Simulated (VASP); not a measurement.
# Ba in VASP: settings compared

The runs below take Ba through single point, with RPBE, r2SCAN.

Everything below comes from runs of VASP 6.6.1. Logs are shortened: lines on timing, memory, paths and dates and some standing lists are left out, and cuts for length are marked.

### Step 1. The cell of the first run

The structure is cubic, space group Im-3m (No. 229). The conventional cell has a = 5.013 Å, b = 5.013 Å, c = 5.013 Å, α = 90.00°, β = 90.00°, γ = 90.00°. Ba (site symmetry m-3m) has 14 Ba at 4.34 to 5.01 Å within 5.7 Å.

### Step 2. Single point, RPBE, collinear spin

Input file INCAR:

```
ALGO = Fast
EDIFF = 1E-6
ENCUT = 520
GGA = RP
ISIF = 2
ISMEAR = -1
ISPIN = 2
LASPH = T
LCHARG = F
LORBIT = 11
LREAL = F
LWAVE = F
MAGMOM = 1
NBANDS = 15
NELM = 150
NUPDOWN = 1.0
PREC = Accurate
SIGMA = 0.05
```

Input file KPOINTS:

```
k-points
0
Gamma
  8 8 8
```

Input file POSCAR:

```
Ba
1.0
    4.3413853492      0.0000000000      0.0000000000
   -1.4471284497      4.0930973602      0.0000000000
   -1.4471284497     -2.0465486801      3.5447262941
Ba
1
Direct
    0.0000000000      0.0000000000      0.0000000000
```

Potentials or basis: VASP PAW PBE potentials, release 64 (Ba_sv).

The run is started by

```
$ cat potpaw_PBE.64/Ba_sv/POTCAR > POTCAR
$ mpirun -np 1 vasp_std > vasp.out
```

OUTCAR:

```text
EDIFF = 1E-6
   ENCUT = 520
   GGA = RP
   ISIF = 2
   ISMEAR = -1
   ISPIN = 2
   LASPH = T
   LORBIT = 11
   LREAL = F
   NELM = 150
   NUPDOWN = 1.0
   PREC = Accurate

 ion  position               nearest neighbor table
   1  0.000  0.000  0.000-

  LATTYP: Found a body centered cubic cell.
 ALAT       =     5.0130000000

  Lattice vectors:

 A1 = (   4.3413853492,   0.0000000000,   0.0000000000)
 A2 = (  -1.4471284497,   4.0930973602,   0.0000000000)
 A3 = (  -1.4471284497,  -2.0465486801,   3.5447262941)

Analysis of symmetry for initial positions (statically):
=====================================================================
 Subroutine PRICEL returns:
 Original cell was already a primitive cell.

 Routine SETGRP: Setting up the symmetry group for a
 body centered cubic supercell.

 Subroutine GETGRP returns: Found 48 space group operations
 (whereof 48 operations were pure point group operations)
 out of a pool of 48 trial point group operations.

The static configuration has the point symmetry O_h .

Analysis of symmetry for dynamics (positions and initial velocities):
=====================================================================
 Subroutine PRICEL returns:
 Original cell was already a primitive cell.

 Routine SETGRP: Setting up the symmetry group for a
 body centered cubic supercell.

 Subroutine GETGRP returns: Found 48 space group operations
 (whereof 48 operations were pure point group operations)
 out of a pool of 48 trial point group operations.

The dynamic configuration has the point symmetry O_h .

Analysis of structural, dynamic, and magnetic symmetry:
=====================================================================
 Subroutine PRICEL returns:
 Original cell was already a primitive cell.

 Routine SETGRP: Setting up the symmetry group for a
 body centered cubic supercell.

 Subroutine GETGRP returns: Found 48 space group operations
 (whereof 48 operations were pure point group operations)
 out of a pool of 48 trial point group operations.

The overall configuration has the point symmetry O_h .

 Subroutine INISYM returns: Found 48 space group operations
 (whereof 48 operations are pure point group operations),
 and found     1 'primitive' translations

----------------------------------------------------------------------------------------

                                     Primitive cell

  volume of cell :      62.9888

  direct lattice vectors                    reciprocal lattice vectors
     4.341385349  0.000000000  0.000000000     0.230341221  0.081437920  0.141054614
    -1.447128450  4.093097360  0.000000000     0.000000000  0.244313759  0.141054614
    -1.447128450 -2.046548680  3.544726294     0.000000000  0.000000000  0.282109228

  length of vectors
     4.341385349  4.341385349  4.341385349     0.282109228  0.282109228  0.282109228

  position of ions in fractional coordinates (direct lattice)
     0.000000000  0.000000000  0.000000000

  ion indices of the primitive-cell ions
   primitive index   ion index
                 1           1

----------------------------------------------------------------------------------------

 KPOINTS: k-points

Automatic generation of k-mesh.
 Grid dimensions read from file:
 generate k-points for:    8    8    8

 Generating k-lattice:

  Cartesian coordinates                     Fractional coordinates (reciprocal lattice)
     0.028792653  0.010179740  0.017631827     0.125000000  0.000000000  0.000000000
     0.000000000  0.030539220  0.017631827     0.000000000  0.125000000  0.000000000
     0.000000000  0.000000000  0.035263654     0.000000000  0.000000000  0.125000000

  Length of vectors
     0.035263654  0.035263654  0.035263654

  Shift w.r.t. Gamma in fractional coordinates (k-lattice)
     0.000000000  0.000000000  0.000000000

 Subroutine IBZKPT returns following result:
 ===========================================

 Found     29 irreducible k-points:

 Following reciprocal coordinates:
            Coordinates               Weight
  0.000000  0.000000  0.000000      1.000000
  0.125000  0.000000 -0.000000     12.000000
  0.250000  0.000000 -0.000000     12.000000
  0.375000  0.000000  0.000000     12.000000
  0.500000  0.000000 -0.000000      6.000000
  0.125000  0.125000 -0.000000     24.000000
[... 16 lines left out ...]
 -0.250000  0.250000  0.250000      6.000000
 -0.375000  0.375000  0.250000     24.000000
 [... further k-points ...]
   k-points           NKPTS =     29   k-points in BZ     NKDIM =     29   number of bands    NBANDS=     15
   number of dos      NEDOS =    301   number of ions     NIONS =      1
   total plane-waves  NPLWV =  32768
   dimension x,y,z NGX =    32 NGY =   32 NGZ =   32
   dimension x,y,z NGXF=    64 NGYF=   64 NGZF=   64
   ions per type =               1
   NGX,Y,Z   is equivalent  to a cutoff of  12.25, 12.25, 12.25 a.u.
   NGXF,Y,Z  is equivalent  to a cutoff of  24.51, 24.51, 24.51 a.u.
 SYSTEM =  unknown system
   PREC   = accura    normal or accurate (medium, high low for compatibility)
   ISTART =      0    job   : 0-new  1-cont  2-samecut
   ICHARG =      2    charge: 1-file 2-atom 10-const
   ISPIN  =      2    spin polarized calculation?
   LNONCOLLINEAR =      F non collinear calculations
   LSORBIT =      F    spin-orbit coupling
   LASPH  =      T    aspherical Exc in radial PAW
   ENCUT  =  520.0 eV  38.22 Ry    6.18 a.u.   8.07  8.07  8.07*2*pi/ulx,y,z
   NELM   =    150;   NELMIN=  2; NELMDL= -5     # of ELM steps
   EDIFF  = 0.1E-05   stopping-criterion for ELM
   LREAL  =      F    real-space projection
   EDIFFG = 0.1E-04   stopping-criterion for IOM
   NSW    =      0    number of steps for IOM
   IBRION =     -1    ionic relax: 0-MD 1-quasi-New 2-CG
   NFREE  =      0    steps in history (QN), initial steepest desc. (CG)
   ISIF   =      2    stress and relaxation
   ISYM   =      2    0-nonsym 1-usesym 2-fastsym
   POTIM  = 0.5000    time-step for ionic-motion
   TEBEG  =    0.0;   TEEND  =   0.0 temperature during run
   PSTRESS=    0.0 pullay stress
   NELECT =      10.0000    total number of electrons
   NUPDOWN=       1.0000    fix difference up-down
   EMIN   =  10.00;   EMAX   =-10.00  energy-range for DOS
   EFERMI =   0.00;   METHOD = LEGACY
   ISMEAR =    -1;   SIGMA  =   0.05  broadening in eV -4-tet -1-fermi 0-gaus
   EFERMI_NEDOS =   21; number of points for ismear=-14 and -15
   IALGO  =     68    algorithm
   IMIX   =      4    mixing-type and parameters
     AMIX     =   0.40;   BMIX     =  1.00
     AMIX_MAG =   1.60;   BMIX_MAG =  1.00
  volume/ion in A,a.u.               =      62.99       425.07
  Fermi-wavevector in a.u.,A,eV,Ry     =   0.886449  1.675146 10.691349  0.785792
  Thomas-Fermi vector in A             =   2.007617
   LORBIT       =     11    0 simple, 1 ext, 2 COOP (PROOUT), +10 PAW based schemes
   GGA     = RP    functional components
   LHFCALC =     F    Hartree Fock is set to
   AEXX    =    0.0000 exact exchange contribution
   IVDW    =     0    specifies the selected vdW correction
   LEPSILON=     F    determine dielectric tensor
   LRPA    =     F    only Hartree local field effects (RPA)
 spin polarized calculation
 RMM-DIIS sequential band-by-band and
  energy-cutoff  :      520.00
  volume of cell :       62.99
 maximum number of plane-waves:      1724
   NGX = 17   NGY = 17   NGZ = 17

 number of electron      10.0000000 magnetization       1.0000000

 number of electron       9.9999999 magnetization       1.0000000

 Free energy of the ion-electron system (eV)
  ---------------------------------------------------
  ext. energy  EPLUGINS =         0.00000000
  ---------------------------------------------------
  free energy    TOTEN  =        -1.54614670 eV

  energy without entropy =       -1.52672069  energy(sigma->0) =       -1.53643370

 E-fermi :   1.6333     XC(G=0):  -7.2320

 val. band max:        2.0354246009   @ k =   0.3750   0.1250   0.1250
 cond. band min:       1.7265473452   @ k =   0.5000   0.5000   0.5000
 fundamental gap:     -0.3088772557
 Fermi energy:         2.0391390706

 spin component 1

 k-point     1 :       0.0000    0.0000    0.0000
  band No.  band energies     occupation
      1     -27.1905      1.00000
      2     -12.1774      1.00000
      3     -12.1774      1.00000
      4     -12.1774      1.00000
      5      -1.3857      1.00000
      6       3.4506      0.00000
      7       3.4506      0.00000
      8       3.4506      0.00000
      9       4.7383      0.00000
     10       4.7383      0.00000
     11       8.2299      0.00000
     12       8.2299      0.00000
     13       8.2299      0.00000
     14      13.5720      0.00000
     15      13.5720      0.00000
[... 397 lines left out ...]
 k-point    24 :      -0.3750    0.3750    0.2500
  band No.  band energies     occupation
      1     -27.1356      1.00000
      2     -12.5269      1.00000
      3     -12.3917      1.00000
      4     -12.3500      1.00000
      5       1.0185      1.00000
      6       1.6204      0.99977
      7       3.4174      0.00000
      8       3.6105      0.00000
      9       5.0686      0.00000
     10       5.5868      0.00000
     11       8.6070      0.00000
     12       9.6394      0.00000
     13       9.9070      0.00000
     14      11.6421      0.00000
     15      13.5482      0.00000

 [... further k-points ...]

 spin component 2

 k-point     1 :       0.0000    0.0000    0.0000
  band No.  band energies     occupation
      1     -27.0681      1.00000
      2     -12.0215      1.00000
      3     -12.0215      1.00000
      4     -12.0215      1.00000
      5      -0.4091      1.00000
      6       3.8149      0.00000
      7       3.8149      0.00000
      8       3.8149      0.00000
      9       5.3281      0.00000
     10       5.3281      0.00000
     11       9.3143      0.00000
     12       9.3143      0.00000
     13       9.3143      0.00000
     14      14.6595      0.00000
     15      14.6616      0.00000
[... 397 lines left out ...]
 k-point    24 :      -0.3750    0.3750    0.2500
  band No.  band energies     occupation
      1     -27.0161      1.00000
      2     -12.3463      1.00000
      3     -12.2252      1.00000
      4     -12.1840      1.00000
      5       1.9500      0.00177
      6       2.4886      0.00000
      7       3.9439      0.00000
      8       4.2087      0.00000
      9       5.6624      0.00000
     10       5.9019      0.00000
     11       9.2869      0.00000
     12      10.2041      0.00000
     13      10.6759      0.00000
     14      12.4015      0.00000
     15      14.2824      0.00000

 [... further k-points ...]

------------------------ aborting loop because EDIFF is reached ----------------------------------------

  FORCE on cell =-STRESS in cart. coord.  units (eV):
  Direction    XX          YY          ZZ          XY          YZ          ZX
  --------------------------------------------------------------------------------------
  -------------------------------------------------------------------------------------
  Total        0.4050072      0.4050072      0.4050072      0.0000000     -0.0000000      0.0000000
  in kB       10.3017315     10.3017315     10.3017315      0.0000000     -0.0000000      0.0000000
  external PRESSURE =      10.3017315 kB  Pullay stress =       0.0000000 kB

 VOLUME and BASIS-vectors are now :
 -----------------------------------------------------------------------------
  energy-cutoff  :      520.00
  volume of cell :       62.99
      direct lattice vectors                 reciprocal lattice vectors
     4.341385349  0.000000000  0.000000000     0.230341221  0.081437920  0.141054614
    -1.447128450  4.093097360  0.000000000     0.000000000  0.244313759  0.141054614
    -1.447128450 -2.046548680  3.544726294     0.000000000  0.000000000  0.282109228

 POSITION                                       TOTAL-FORCE (eV/Angst)
 -----------------------------------------------------------------------------------
      0.00000      0.00000      0.00000         0.000000      0.000000      0.000000
 -----------------------------------------------------------------------------------
    total drift:                               -0.000000     -0.000000      0.000000

  FREE ENERGIE OF THE ION-ELECTRON SYSTEM (eV)
  ---------------------------------------------------
  free  energy   TOTEN  =        -1.5461467047 eV

  energy  without entropy=       -1.5267206925  energy(sigma->0) =       -1.53643370

 total charge

# of ion       s       p       d       tot
------------------------------------------
    1        2.056   5.570   0.290   7.916

 magnetization (x)

# of ion       s       p       d       tot
------------------------------------------
    1        0.013   0.024   0.203   0.239
```

Run time: 38 s. Hardware: 1 thread of Intel Xeon Platinum 8259CL at 2.50GHz (Skylake/Cascade Lake), shared host; peak memory 0.21 GiB.

Results:

```yaml
Free_energy: -1.5461 eV
Pressure: 1.0 GPa
Net_moment: 1.00 μB per cell
Site_moments: Ba +0.24 μB
Valence_electrons_inside_the_program's_atomic_spheres: Ba 7.92
```

Caveat: the PAW data sets were made with another functional, which shifts forces and pressure a little; spin-orbit coupling is left out, which moves the levels of the heavy elements; the total moment is fixed, so each spin has its own Fermi level and the state may be an excited one.

### Step 3. Single point, r2SCAN

This run uses another cell than the first one, of the same volume but with other edges.

Input file POSCAR:

```
Ba
1.0
   -2.4717600000      2.4776470000      2.4485140000
    2.5653110000     -2.5280200000      2.5924380000
    2.4506570000      2.5069170000     -2.4988870000
Ba
1
Direct
   -0.0010750000      0.0047450000     -0.0114680000
```

Input file INCAR.step1:

```
SYSTEM = Ba
ALGO = Normal
EDIFF = 1E-4
ENCUT = 520
GGA = PE
ISMEAR = -1
LASPH = .True.
LCHARG = .False.
LREAL = .False.
LWAVE = .True.
NBANDS = 11
NELM = 100
PREC = Accurate
SIGMA = 0.1
```

Input file INCAR.step2:

```
SYSTEM = Ba
ALGO = Normal
EDIFF = 1E-7
ENCUT = 520
ISIF = 2
ISMEAR = -1
ISTART = 1
LASPH = .True.
LCHARG = .False.
LMIXTAU = .True.
LREAL = .False.
LWAVE = .False.
METAGGA = R2SCAN
NBANDS = 11
NELM = 100
PREC = Accurate
SIGMA = 0.1
```

Input file KPOINTS:

```
k-points
0
Gamma
  10 10 10
  0 0 0
```

Potentials or basis: VASP PAW PBE potentials, release 64 (Ba_sv).

The run is started by

```
$ cat potpaw_PBE.64/Ba_sv/POTCAR > POTCAR
$ cp INCAR.step1 INCAR
$ mpirun -np 1 vasp_std > vasp.out
$ cp INCAR.step2 INCAR
$ mpirun -np 1 vasp_std > vasp.out
```

Run time: 28 min. Hardware: 1 thread of Intel Xeon 8259CL, shared host; peak memory 0.44 GiB.

Results (log left out):

```
Free energy            : -26.4468 eV
Pressure               : 0.4 GPa
Band gap on the k mesh : zero (bands 5 and 6 overlap by 1.01 eV)
```

Stress tensor (GPa, compression positive):
```
 0.36  0.05 -0.35
 0.05  0.42  0.18
-0.35  0.18  0.32
```

Levels at points of the mesh, in eV from the Fermi level:
| k point | band 3 | band 4 | band 5 | band 6 | band 7 | band 8 |
| --- | --- | --- | --- | --- | --- | --- |
| (0.00, 0.00, 0.00) | -14.46 | -14.45 | -2.89 | 1.99 | 2.05 | 2.32 |
| (0.50, 0.00, 0.00) | -14.62 | -14.46 | -0.88 | 0.88 | 1.28 | 3.48 |
| (0.00, 0.50, 0.00) | -14.58 | -14.46 | -0.91 | 0.88 | 1.05 | 3.60 |
| (0.50, 0.50, 0.00) | -14.60 | -14.46 | -0.88 | 0.83 | 1.19 | 3.60 |
| (0.00, 0.00, 0.50) | -14.61 | -14.46 | -0.88 | 0.84 | 1.25 | 3.57 |
| (0.50, 0.00, 0.50) | -14.62 | -14.46 | -0.88 | 0.94 | 1.32 | 3.38 |
| (0.00, 0.50, 0.50) | -14.59 | -14.46 | -0.89 | 0.86 | 1.13 | 3.60 |
| (0.50, 0.50, 0.50) | -14.78 | -14.74 | -0.64 | -0.63 | 4.55 | 4.77 |

Caveat: the PAW data sets were made with another functional, which shifts forces and pressure a little; spin-orbit coupling is left out, which moves the levels of the heavy elements.
